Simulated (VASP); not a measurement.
Si8NO14 (a cell with a defect): single point with LDA

The system is Si8NO14 (a cell with a defect).

```
Si O N
1.0
    -4.16930   -4.16930    0.00000
     4.16930   -4.16930    0.00000
     0.00000    0.00000    5.33040
Si O N
8 14 1
Direct
  0.50024 0.49386 0.00235
  0.99990 0.49433 0.25114
  0.50025 0.49399 0.49996
  0.00112 0.55458 0.75115
  0.99447 0.00199 0.02564
  0.49953 0.99480 0.25120
  0.99457 0.00129 0.47656
  0.49512 0.99517 0.75116
  0.19275 0.49553 0.00125
  0.99892 0.19693 0.25149
  0.80795 0.49466 0.99991
  0.99787 0.79754 0.25090
  0.19272 0.49574 0.50101
  0.80798 0.49487 0.50235
  0.69106 0.99764 0.01007
  0.50177 0.68658 0.25110
  0.30898 0.99741 0.01273
  0.50109 0.30362 0.25124
  0.69099 0.99739 0.49226
  0.49981 0.68872 0.75122
  0.30909 0.99716 0.48953
  0.49915 0.30028 0.75109
  0.00653 0.91273 0.75123
```

```
Program                : VASP 6.6.1
Task                   : single point
Functional             : LDA
Potentials or basis    : VASP PAW LDA potentials, release 64 (Si, O, N)
Cutoff                 : 520 eV
k mesh                 : 2 × 2 × 2
Occupations            : gaussian, width 0.05 eV
Spin                   : collinear spin, zero start
Starting moments       : [0.0, 0.0, 0.0, 0.0, 0.0, 0.0, 0.0, 0.0, 0.0, 0.0, 0.0, 0.0, 0.0, 0.0, 0.0, 0.0, 0.0, 0.0, 0.0, 0.0, 0.0, 0.0, 0.0] μB
Dipole correction      : no
Further INCAR settings : LREAL = Auto; ALGO = Normal; EDIFF = 1e-06; NBANDS = 82
```

```yaml
Pressure: 9.9 GPa
Largest_force: 7.170 eV/Å
Net_moment: 0.00 μB per cell
Valence_electrons_inside_the_program's_atomic_spheres: Si 1.50, 1.51, 1.47, 1.68, 1.59, 1.44 (each value once); O 5.19, 5.29, 5.26, 5.23, 5.22, 5.21 (each value once); N 4.06
```

Forces in eV/Å, atoms in the order of the input:
```
Si   0.074 -0.085 -0.053
Si   0.280 -0.269 -0.005
Si   0.073 -0.083  0.052
Si   0.071 -0.101  0.005
Si   0.348 -0.566 -0.685
Si   0.113 -0.143 -0.019
Si   0.363 -0.571  0.682
Si  -0.002 -0.135  0.003
O    0.314 -0.329 -0.083
O    0.294 -0.274 -0.003
O    0.355 -0.346 -0.089
O    0.333 -0.342  0.011
O    0.307 -0.332  0.090
O    0.361 -0.340  0.097
O    0.208 -0.259 -0.173
O    0.219 -0.178 -0.001
O    0.367 -0.168 -0.204
O    0.083 -0.084 -0.002
O    0.188 -0.279  0.173
O    0.126 -0.118  0.003
O    0.391 -0.146  0.211
O    0.060 -0.060  0.002
N   -4.926  5.210 -0.013
```

Stress tensor (GPa, compression positive):
```
 5.21  1.30  0.03
 1.30  4.79 -0.02
 0.03 -0.02 19.83
```

Levels at points of the mesh, in eV from the Fermi level:
Spin up:
| k point | band 56 | band 57 | band 58 | band 59 | band 60 | band 61 | band 62 | band 63 | band 64 | band 65 |
| --- | --- | --- | --- | --- | --- | --- | --- | --- | --- | --- |
| (0.00, 0.00, 0.00) | -5.58 | -5.58 | -5.40 | -4.60 | -3.06 | -0.82 | 1.76 | 2.25 | 2.77 | 2.81 |
| (0.50, 0.00, 0.00) | -6.02 | -5.65 | -5.34 | -4.74 | -3.73 | -0.42 | 2.25 | 2.42 | 2.96 | 3.33 |
| (0.00, 0.50, 0.00) | -5.98 | -5.97 | -5.27 | -4.91 | -3.11 | -0.27 | 0.96 | 2.64 | 2.65 | 3.12 |
| (0.50, 0.50, 0.00) | -5.69 | -5.65 | -5.58 | -5.22 | -3.52 | -0.11 | 1.22 | 3.22 | 3.25 | 3.51 |
| (0.00, 0.00, 0.50) | -5.58 | -5.50 | -5.35 | -4.89 | -2.91 | 0.20 | 1.32 | 3.06 | 3.34 | 3.39 |
| (0.50, 0.00, 0.50) | -5.76 | -5.30 | -5.13 | -5.03 | -3.47 | 0.11 | 1.71 | 3.03 | 3.43 | 3.47 |
| (0.00, 0.50, 0.50) | -5.43 | -5.27 | -5.23 | -4.93 | -2.89 | 0.44 | 1.11 | 1.87 | 3.69 | 4.11 |
| (0.50, 0.50, 0.50) | -5.77 | -5.56 | -5.41 | -5.36 | -3.49 | 0.50 | 1.47 | 1.77 | 4.48 | 4.58 |
Spin down:
```csv
k point,band 57,band 58,band 59,band 60,band 61,band 62,band 63,band 64
"(0.00, 0.00, 0.00)",-5.58,-5.40,-4.60,-3.06,-0.82,1.76,2.25,2.77
"(0.50, 0.00, 0.00)",-5.65,-5.34,-4.74,-3.73,-0.42,2.25,2.42,2.96
"(0.00, 0.50, 0.00)",-5.97,-5.27,-4.91,-3.11,-0.27,0.96,2.64,2.65
"(0.50, 0.50, 0.00)",-5.65,-5.58,-5.22,-3.52,-0.11,1.22,3.22,3.25
"(0.00, 0.00, 0.50)",-5.50,-5.35,-4.89,-2.91,0.20,1.32,3.06,3.34
"(0.50, 0.00, 0.50)",-5.30,-5.13,-5.03,-3.47,0.11,1.71,3.03,3.43
"(0.00, 0.50, 0.50)",-5.27,-5.23,-4.93,-2.89,0.44,1.11,1.87,3.69
"(0.50, 0.50, 0.50)",-5.56,-5.41,-5.36,-3.49,0.50,1.47,1.77,4.48
```

Run time: 2.2 min on 1 thread of Intel(R) Xeon(R) 6975P-C (Granite Rapids), on a shared host, peak memory 0.33 GiB.

Caveat: the k points lie up to 0.59 Å⁻¹ apart; no moment was typed at the start, so none could form.
